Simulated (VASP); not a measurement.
Here is a VASP 6.6.1 calculation.

Contents of INCAR:

```
SYSTEM = Ti
PREC = Accurate
ENCUT = 520
EDIFF = 1E-6
ISMEAR = 0
SIGMA = 0.15
LREAL = .FALSE.
LASPH = .TRUE.
NELM = 60
ALGO = Normal
ISIF = 2
LWAVE = .FALSE.
LCHARG = .FALSE.
GGA = PS
NBANDS = 12
```

Contents of KPOINTS:

```
Automatic mesh
0
G
  20 20 20
  0 0 0
```

POSCAR

```
Ti
1.0
    0.0000000000      1.9285000000      1.9792500000
    1.9285000000      0.0000000000      1.9792500000
    1.9285000000      1.9285000000      0.0000000000
Ti
1
Direct
    0.0000000000      0.0000000000      0.0000000000
```

Potentials or basis: VASP PAW PBE potentials, release 64 (Ti_sv).

Run with:

```sh
$ cat potpaw_PBE.64/Ti_sv/POTCAR > POTCAR
$ mpirun -np 1 vasp_std > vasp.out
```

Problem. What does it give for the band gap on the k mesh?

Solution. Zero (bands 6 and 7 overlap by 1.38 eV).

Problem. Predict the pressure.

Solution. 17.1 GPa.

Stress tensor (GPa, compression positive):
```
17.47  0.00  0.00
 0.00 17.47  0.00
 0.00  0.00 16.51
```

Caveat: the cell differs from its parent crystal (strain -0.050 along x and y, -0.025 along z); the cell stands under pressure; the PAW data sets were made with another functional, which shifts forces and pressure a little.
